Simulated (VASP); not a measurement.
A run of VASP 6.6.1:

File INCAR:

```
SYSTEM = LaTl
ALGO = Normal
EDIFF = 1E-7
ENCUT = 520
GGA = PS
ISIF = 2
ISMEAR = -1
LASPH = .TRUE.
LCHARG = .TRUE.
LELF = .TRUE.
LREAL = .FALSE.
LVHAR = .TRUE.
LWAVE = .FALSE.
NBANDS = 19
NELM = 100
PREC = Accurate
SIGMA = 0.05
```

File KPOINTS:

```
k-points
0
G
  10 10 10
  0 0 0
```

The input POSCAR:

```
LaTl
1.0
    3.9360000000     -0.0196800000     -0.0196800000
   -0.0196800000      3.9360000000     -0.0196800000
   -0.0196800000     -0.0196800000      3.9360000000
La Tl
1 1
Direct
    0.0000000000      0.0000000000      0.0000000000
    0.5000000000      0.5000000000      0.5000000000
```

Potentials or basis: VASP PAW PBE potentials, release 64 (La, Tl_d).

Command:

```bash
$ cat potpaw_PBE.64/La/POTCAR potpaw_PBE.64/Tl_d/POTCAR > POTCAR
$ mpirun -np 1 vasp_std > vasp.out
```

Hardware: 1 thread of AMD EPYC 7R43 64-Core Processor (Zen 3) (shared host).

**Question.** Estimate the wall time of this run.

**Answer.** Wall time 3.4 min on 1 thread of AMD EPYC 7R43 64-Core Processor (Zen 3), with other jobs on the host, peak memory 0.27 GiB. Counts: scf iterations 16, k points 116.
